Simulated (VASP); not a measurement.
# ZnS (F-43m) in VASP: further runs

Runs on ZnS. Level: PBE. Tasks: vibrations by perturbation theory.

Program: VASP 6.6.1. These are calculated values, not measurements. Logs are shortened: lines on timing, memory, paths and dates and some standing lists are left out, and cuts for length are marked.

## (1) The cell of the first run

The structure is cubic, space group F-43m (No. 216). Conventional cell: a = 5.351 Å, b = 5.351 Å, c = 5.351 Å, α = 90.00°, β = 90.00°, γ = 90.00°. Within 3.1 Å of Zn (site symmetry -43m) lie 4 S at 2.32 Å. Within 3.1 Å of S (site symmetry -43m) lie 4 Zn at 2.32 Å.

## (2) Vibrations by perturbation theory, PBE

File INCAR:

```
SYSTEM = ZnS
PREC = Accurate
ENCUT = 520
EDIFF = 1E-8
ISMEAR = 0
SIGMA = 0.01
LREAL = .False.
LASPH = .True.
NELM = 60
ALGO = Normal
ISIF = 2
LWAVE = .False.
LCHARG = .False.
GGA = PE
IBRION = 8
NSW = 1
LEPSILON = .True.
```

File KPOINTS:

```
regular mesh
0
Gamma
  10 10 10
  0 0 0
```

File POSCAR:

```
ZnS
1.0
    0.0000000000      2.6756617819      2.6756617819
    2.6756617819      0.0000000000      2.6756617819
    2.6756617819      2.6756617819      0.0000000000
Zn S
1 1
Direct
    0.0000000000      0.0000000000      0.0000000000
    0.7500000000      0.7500000000      0.7500000000
```

Potentials or basis: VASP PAW PBE potentials, release 64 (Zn, S).

On the command line:

```
$ cat potpaw_PBE.64/Zn/POTCAR potpaw_PBE.64/S/POTCAR > POTCAR
$ mpirun -np 1 vasp_std > vasp.out
```

OUTCAR:

```text
SYSTEM = ZnS
   PREC = Accurate
   ENCUT = 520
   EDIFF = 1E-8
   ISMEAR = 0
   LREAL = .False.
   LASPH = .True.
   NELM = 60
   ISIF = 2
   GGA = PE
   IBRION = 8
   NSW = 1
   LEPSILON = .True.

 ion  position               nearest neighbor table
   1  0.000  0.000  0.000-   2 2.32   2 2.32   2 2.32   2 2.32
   2  0.750  0.750  0.750-   1 2.32   1 2.32   1 2.32   1 2.32

  LATTYP: Found a face centered cubic cell.
 ALAT       =     5.3513235638

  Lattice vectors:

 A1 = (   0.0000000000,   2.6756617819,   2.6756617819)
 A2 = (   2.6756617819,   0.0000000000,   2.6756617819)
 A3 = (   2.6756617819,   2.6756617819,   0.0000000000)

Analysis of symmetry for initial positions (statically):
=====================================================================
 Subroutine PRICEL returns:
 Original cell was already a primitive cell.

 Routine SETGRP: Setting up the symmetry group for a
 face centered cubic supercell.

 Subroutine GETGRP returns: Found 24 space group operations
 (whereof 24 operations were pure point group operations)
 out of a pool of 48 trial point group operations.

The static configuration has the point symmetry T_d .

Analysis of symmetry for dynamics (positions and initial velocities):
=====================================================================
 Subroutine PRICEL returns:
 Original cell was already a primitive cell.

 Routine SETGRP: Setting up the symmetry group for a
 face centered cubic supercell.

 Subroutine GETGRP returns: Found 24 space group operations
 (whereof 24 operations were pure point group operations)
 out of a pool of 48 trial point group operations.

The dynamic configuration has the point symmetry T_d .

 Subroutine INISYM returns: Found 24 space group operations
 (whereof 24 operations are pure point group operations),
 and found     1 'primitive' translations

----------------------------------------------------------------------------------------

                                     Primitive cell

  volume of cell :      38.3110

  direct lattice vectors                    reciprocal lattice vectors
     0.000000000  2.675661782  2.675661782    -0.186869657  0.186869657  0.186869657
     2.675661782  0.000000000  2.675661782     0.186869657 -0.186869657  0.186869657
     2.675661782  2.675661782  0.000000000     0.186869657  0.186869657 -0.186869657

  length of vectors
     3.783957180  3.783957180  3.783957180     0.323667741  0.323667741  0.323667741

  position of ions in fractional coordinates (direct lattice)
     0.000000000  0.000000000  0.000000000
     0.750000000  0.750000000  0.750000000

  ion indices of the primitive-cell ions
   primitive index   ion index
                 1           1
                 2           2

----------------------------------------------------------------------------------------

 KPOINTS: regular mesh

Automatic generation of k-mesh.
 Grid dimensions read from file:
 generate k-points for:   10   10   10

 Generating k-lattice:

  Cartesian coordinates                     Fractional coordinates (reciprocal lattice)
    -0.018686966  0.018686966  0.018686966     0.100000000  0.000000000  0.000000000
     0.018686966 -0.018686966  0.018686966     0.000000000  0.100000000  0.000000000
     0.018686966  0.018686966 -0.018686966     0.000000000  0.000000000  0.100000000

  Length of vectors
     0.032366774  0.032366774  0.032366774

  Shift w.r.t. Gamma in fractional coordinates (k-lattice)
     0.000000000  0.000000000  0.000000000

 Subroutine IBZKPT returns following result:
 ===========================================

 Found     47 irreducible k-points:

 Following reciprocal coordinates:
[... 489 lines left out ...]
  energy-cutoff  :      520.00
  volume of cell :       38.31
      direct lattice vectors                 reciprocal lattice vectors
     0.000000000  2.675661782  2.675661782    -0.186869657  0.186869657  0.186869657
     2.675661782  0.000000000  2.675661782     0.186869657 -0.186869657  0.186869657
     2.675661782  2.675661782  0.000000000     0.186869657  0.186869657 -0.186869657

 POSITION                                       TOTAL-FORCE (eV/Angst)
 -----------------------------------------------------------------------------------
      0.00000      0.00000      0.00000         0.000000     -0.000000      0.000000
      4.01349      4.01349      4.01349         0.000000      0.000000     -0.000000
 -----------------------------------------------------------------------------------
    total drift:                               -0.000002     -0.000002     -0.000001

  FREE ENERGIE OF THE ION-ELECTRON SYSTEM (eV)
  ---------------------------------------------------
  free  energy   TOTEN  =        -6.8262217455 eV

  energy  without entropy=       -6.8262217455  energy(sigma->0) =       -6.82622175

 HEAD OF MICROSCOPIC STATIC DIELECTRIC TENSOR (INDEPENDENT PARTICLE, excluding Hartree and local field effects)
 ------------------------------------------------------
           6.304578     0.000000    -0.000000
           0.000000     6.304578     0.000000
          -0.000000     0.000000     6.304578
 ------------------------------------------------------

 Free energy of the ion-electron system (eV)
  ---------------------------------------------------
  ---------------------------------------------------
  free energy    TOTEN  =        -0.56243585 eV

  energy without entropy =       -0.56243585

------------------------ aborting loop because EDIFF is reached ----------------------------------------

--------------------------------------- Ionic step        2  -------------------------------------------

------------------------ aborting loop because EDIFF is reached ----------------------------------------

--------------------------------------- Ionic step        3  -------------------------------------------

------------------------ aborting loop because EDIFF is reached ----------------------------------------

 PIEZOELECTRIC TENSOR FIELD DIRECTION 3  (e Angst)
 -----------------------------------------------------------------------------
    -0.00087  1.58846  0.00000           ( -0.00000 -0.01775  0.00000)
     1.58846 -0.00087  0.00000           ( -0.01775 -0.00000  0.00000)
     0.00000  0.00000  0.00004           (  0.00000  0.00000 -0.00000)

 PIEZOELECTRIC TENSOR FIELD DIRECTION 3  (C/m^2)
 -----------------------------------------------------------------------------
    -0.00036  0.66430  0.00000
     0.66430 -0.00036  0.00000
     0.00000  0.00000  0.00002

--------------------------------------- Ionic step        4  -------------------------------------------

------------------------ aborting loop because EDIFF is reached ----------------------------------------

[... ionic steps 5 to 6 ...]

--------------------------------------- Ionic step        7  -------------------------------------------

 Free energy of the ion-electron system (eV)
  ---------------------------------------------------
  ---------------------------------------------------
  free energy    TOTEN  =        -0.10571763 eV

  energy without entropy =       -0.10571763

------------------------ aborting loop because EDIFF is reached ----------------------------------------

 INTERNAL STRAIN TENSOR  FOR ION    2  DIRECTION 1   (eV/Angst):
 -----------------------------------------------------------------------------
    -0.01663  0.00000  0.00000
     0.00000  0.01646  6.66045
     0.00000  6.66045  0.01646

 MACROSCOPIC STATIC DIELECTRIC TENSOR (including local field effects in DFT)
 ------------------------------------------------------
           5.912967    -0.000000     0.000000
          -0.000000     5.912967     0.000000
           0.000000    -0.000000     5.912967
 ------------------------------------------------------

 PIEZOELECTRIC TENSOR (including local field effects)  for field in x, y, z        (e  Angst)
          XX          YY          ZZ          XY          YZ          ZX
  --------------------------------------------------------------------------------
  x    -0.00000    -0.00000     0.00000     0.00000     1.59968     0.00000
  y    -0.00000     0.00000     0.00000     0.00000     0.00000     1.59968
  z    -0.00000     0.00000     0.00000     1.59968     0.00000     0.00000

 PIEZOELECTRIC TENSOR (including local field effects)  for field in x, y, z        (C/m^2)
          XX          YY          ZZ          XY          YZ          ZX
  --------------------------------------------------------------------------------
  x    -0.00000    -0.00000     0.00000     0.00000     0.66899     0.00000
  y    -0.00000     0.00000     0.00000     0.00000     0.00000     0.66899
  z    -0.00000     0.00000     0.00000     0.66899     0.00000     0.00000

 BORN EFFECTIVE CHARGES (including local field effects) (in |e|, cummulative output)
 ---------------------------------------------------------------------------------
 ion    1
    1     1.96893    -0.00000    -0.00000
    2    -0.00000     1.96893    -0.00000
    3     0.00000     0.00000     1.96893
 ion    2
    1    -1.96893     0.00000     0.00000
    2     0.00000    -1.96893     0.00000
    3    -0.00000    -0.00000    -1.96893

 INTERNAL STRAIN TENSOR FOR ION    2 for displacements in x,y,z  (eV/Angst):
          X           Y           Z          XY          YZ          ZX
  --------------------------------------------------------------------------------
  x    -0.00000     0.00000     0.00000     0.00000     6.66045     0.00000
  y    -0.00000    -0.00000    -0.00000     0.00000     0.00000     6.66045
  z     0.00000     0.00000    -0.00000     6.66045     0.00000     0.00000

 SECOND DERIVATIVES (NOT SYMMETRIZED)
 ------------------------------------
               1X          1Y          1Z          2X          2Y          2Z
  1X    -6.496069    0.000000    0.000000    6.496069    0.000000    0.000000
  1Y     0.000000   -6.496069    0.000000    0.000000    6.496069    0.000000
  1Z     0.000000    0.000000   -6.496069    0.000000    0.000000    6.496069
  2X     6.455080    0.000000    0.000000   -6.455080    0.000000    0.000000
  2Y     0.000000    6.455080    0.000000    0.000000   -6.455080    0.000000
  2Z     0.000000    0.000000    6.455080    0.000000    0.000000   -6.455080

 Eigenvectors and eigenvalues of the dynamical matrix
 ----------------------------------------------------

   1 f  =    8.571986 THz    53.859377 2PiTHz  285.930677 cm-1    35.450870 meV
             X         Y         Z           dx          dy          dz
      0.000000  0.000000  0.000000     0.000000    0.574831    0.000000
      4.013493  4.013493  4.013493     0.000000   -0.818272    0.000000
[... 21 lines left out ...]
   6 f/i=    0.012761 THz     0.080178 2PiTHz    0.425654 cm-1     0.052774 meV
             X         Y         Z           dx          dy          dz
      0.000000  0.000000  0.000000     0.000000    0.000000    0.818272
      4.013493  4.013493  4.013493     0.000000    0.000000    0.574831

--------------------------------------------------------------------------------------------------------

 MACROSCOPIC STATIC DIELECTRIC TENSOR IONIC CONTRIBUTION
 ------------------------------------------------------
           2.827624    -0.000000     0.000000
          -0.000000     2.827624    -0.000000
           0.000000    -0.000000     2.827624
 ------------------------------------------------------

 ELASTIC MODULI CONTR FROM IONIC RELAXATION (kBar)
 Direction    XX          YY          ZZ          XY          YZ          ZX
 --------------------------------------------------------------------------------
 XX          -0.0000      0.0000      0.0000     -0.0000      0.0000      0.0000
 YY           0.0000     -0.0000     -0.0000     -0.0000     -0.0000      0.0000
 ZZ           0.0000     -0.0000     -0.0000      0.0000     -0.0000      0.0000
 XY          -0.0000     -0.0000      0.0000   -286.5287      0.0000      0.0000
 YZ           0.0000     -0.0000     -0.0000      0.0000   -286.5287      0.0000
 ZX           0.0000      0.0000      0.0000      0.0000      0.0000   -286.5287
 --------------------------------------------------------------------------------

 PIEZOELECTRIC TENSOR IONIC CONTR  for field in x, y, z        (C/m^2)
          XX          YY          ZZ          XY          YZ          ZX
  --------------------------------------------------------------------------------
  x     0.00000    -0.00000    -0.00000     0.00000    -0.84697     0.00000
  y     0.00000     0.00000     0.00000     0.00000     0.00000    -0.84697
  z    -0.00000    -0.00000     0.00000    -0.84697    -0.00000    -0.00000
```

Wall time 7.2 min (1 thread of Intel Xeon Platinum 8375C at 2.90GHz (Ice Lake), shared host); peak memory 0.35 GiB.

Results:

```
Electronic dielectric tensor (diagonal)                 : 5.91
Born charges (mean of the diagonal)                     : Zn +1.97; S -1.97 e
Highest phonon frequency at Γ, LO-TO splitting left out : 286 cm⁻¹
```

Phonon frequencies in cm⁻¹ (negative: imaginary):
```tsv
q point	frequencies
(0.000, 0.000, 0.000)	0 0 0 286 286 286
```

Electronic dielectric tensor:
```
5.91 0.00 0.00
0.00 5.91 0.00
0.00 0.00 5.91
```

Born effective charge tensors (e):
atom 1, Zn
```
1.97 0.00 0.00
0.00 1.97 0.00
0.00 0.00 1.97
```
atom 2, S
```
-1.97  0.00  0.00
 0.00 -1.97  0.00
 0.00  0.00 -1.97
```

Caveat: the cell wasn't relaxed at this level first, which shifts response properties.

(Continued in part 2 of 3.)
